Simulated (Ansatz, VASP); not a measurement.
One calculation of Rh, two programs

Contents of INCAR:

```
ALGO = Normal ; EDIFF = 1E-6
ENCUT = 500 ; GGA = PE
GGA_COMPAT = F ; ISIF = 2
ISMEAR = -1 ; LASPH = T
LCHARG = T ; LELF = T
LREAL = F ; LVHAR = T
LWAVE = F ; NBANDS = 22
NELM = 120 ; PREC = Accurate
SIGMA = 0.05
```

KPOINTS

```
k-points
0
Gamma
  13 13 13
```

File POSCAR:

```
Rh
1.0
    0.0000000000      2.7562441710      2.7562441710
    2.7562441710      0.0000000000      2.7562441710
    2.7562441710      2.7562441710      0.0000000000
Rh
2
Direct
   -0.1250000000     -0.1250000000     -0.1250000000
    0.1250000000      0.1250000000      0.1250000000
```

Input for Ansatz:

```yaml
crystal:
  lattice:
    - [0.0, 2.756244171, 2.756244171]
    - [2.756244171, 0.0, 2.756244171]
    - [2.756244171, 2.756244171, 0.0]
  atoms:
    - { symbol: Rh, position: [-0.125, -0.125, -0.125] }
    - { symbol: Rh, position: [0.125, 0.125, 0.125] }
kpoints:
  mp_grid: { grid: [13, 13, 13] }
  band_path:
    path:
      - [0.0, 0.0, 0.0]
      - [0.5, 0.0, 0.5]
      - [0.625, 0.25, 0.625]
      - [0.375, 0.375, 0.75]
      - [0.0, 0.0, 0.0]
      - [0.5, 0.5, 0.5]
      - [0.5, 0.25, 0.75]
      - [0.5, 0.0, 0.5]
    npoints: 8
scf:
  occupations: { method: fermi_dirac, width: 0.05 }
hamiltonian:
  xc: pbe
  pseudopotentials: { kind: paw }
output:
  forces: true
  stress: true
  eigenvalues: true
  populations: true
  dos: { projected: true, de: 0.2, e_range: [-14, 8] }
```

Change from the starting cell: volume scaled by 1, PAW files.

Alike in both runs: task single point; functional PBE; k mesh 13 × 13 × 13; occupations fermi-dirac, width 0.05 eV; no spin polarisation.

```csv
,VASP,Ansatz
version,VASP 6.6.1,Ansatz 0.2.0
potentials or method,"VASP PAW PBE potentials, release 64 (Rh_pv)","PAW with Ansatz's default frozen-core files, scalar-relativistic"
plane-wave cutoff (eV),500,420
valence electrons in the cell,30,34
```

```tsv
	VASP	Ansatz	Ansatz less VASP
pressure (GPa)	0.2	0.0	-0.16
```

The functional is the same, so the differences come from potentials, cutoffs and numerics. VASP's potentials hold 30 valence electrons a cell and Ansatz's 34, so a difference there can come from the potentials and not from the codes.
